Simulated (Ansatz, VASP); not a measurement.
One calculation of SnO2, two programs

```
CELL_PARAMETERS angstrom
-2.02625 2.02625 5.18069
2.02625 -2.02625 5.18069
2.02625 2.02625 -5.18069
ATOMIC_POSITIONS crystal
Sn 0.75000 0.25000 0.50000
Sn 0.00000 0.00000 0.00000
O 0.69692 0.76929 0.92762
O 0.95240 0.45240 0.50000
O 0.20240 0.20240 0.00000
O 0.54760 0.04760 0.50000
```

Alike in both runs: task single point; functional PBE; k mesh 10 × 10 × 10; occupations gaussian, width 0.05 eV; no spin polarisation.

|  | VASP | Ansatz |
| --- | --- | --- |
| version | VASP 6.6.1 | Ansatz 0.2.0 |
| potentials or method | VASP PAW PBE potentials, release 64 (Sn_d, O), cutoff 520 eV | scalar-relativistic, plane waves, PAW |
| valence electrons in the cell | 52 | 52 |

VASP gave:

| Quantity | Value |
| --- | --- |
| gap on the k mesh at the Fermi level (eV) | 0.68 |
| least direct gap on the mesh (eV) | 1.27 |
| pressure (GPa) | -1.1 |
| traceless stress, the component that is largest in VASP (GPa) | -2.25 |
| rms of the force components (eV/Å) | 0.617 |

Q: Estimate Ansatz's values.

A: gap on the k mesh at the Fermi level (eV): 0.70; least direct gap on the mesh (eV): 1.28; pressure (GPa): -1.6; traceless stress, the component that is largest in VASP (GPa): -2.30; rms of the force components (eV/Å): 0.615.

Atom by atom the forces differ by 0.016 eV/Å (rms over components).
